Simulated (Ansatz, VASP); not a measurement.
## RbBr in VASP and in Ansatz

INCAR

```
ALGO = Normal
EDIFF = 1E-7
ENCUT = 520
GGA = PS
ISIF = 2
ISMEAR = -1
LASPH = True
LCHARG = False
LREAL = False
LWAVE = False
NBANDS = 15
NELM = 80
PREC = Accurate
SIGMA = 0.03
```

Contents of KPOINTS:

```
k-points
0
Gamma
  7 7 7
```

File POSCAR:

```
RbBr
1.0
    0.0000000000      3.4275000000      3.3589500000
    3.4275000000      0.0000000000      3.3589500000
    3.4275000000      3.4275000000      0.0000000000
Rb Br
1 1
Direct
    0.0000000000      0.0000000000      0.0000000000
    0.5000000000      0.5000000000      0.5000000000
```

Input for Ansatz:

```yaml
crystal:
  lattice:
    - [0.0, 3.4275, 3.35895]
    - [3.4275, 0.0, 3.35895]
    - [3.4275, 3.4275, 0.0]
  atoms:
    - { symbol: Rb, position: [0.0, 0.0, 0.0] }
    - { symbol: Br, position: [0.5, 0.5, 0.5] }
kpoints:
  mp_grid: { grid: [7, 7, 7] }
  band_path:
    path:
      - [0.0, 0.0, 0.0]
      - [0.0, 0.5, 0.5]
      - [0.25, 0.75, 0.5]
      - [0.0, 0.5, 0.0]
      - [0.0, 0.0, 0.0]
      - [0.5, 0.5, 0.0]
      - [0.3801541025, 0.6198458975, 0.0]
      - [-0.3801541025, 0.3801541025, 0.0]
      - [0.0, 0.0, 0.0]
    npoints: 5
scf:
  occupations: { method: fermi_dirac, width: 0.03 }
hamiltonian:
  xc: pbesol
  pseudopotentials: { kind: all_electron, lapw: { basis_error: 0.001 } }
output:
  forces: true
  stress: true
  eigenvalues: true
```

Change from the starting cell: zz strain of -2 %.

Alike in both runs: task single point; functional PBEsol; k mesh 7 × 7 × 7; occupations fermi-dirac, width 0.03 eV; no spin polarisation.

|  | VASP | Ansatz |
| --- | --- | --- |
| version | VASP 6.6.1 | Ansatz 0.2.0 |
| potentials or method | VASP PAW PBE potentials, release 64 (Rb_sv, Br), cutoff 520 eV | all-electron LAPW, scalar-relativistic |

```csv
,VASP,Ansatz,Ansatz less VASP
gap on the k mesh at the Fermi level (eV),4.24,4.24,+0.003
pressure (GPa),0.3,0.2,-0.04
"traceless stress, the component that is largest in VASP (GPa)",0.46,0.45,-0.008
```

VASP's potentials were made for PBE, not for PBEsol. Ansatz ran all-electron here, and VASP with PAW potentials.
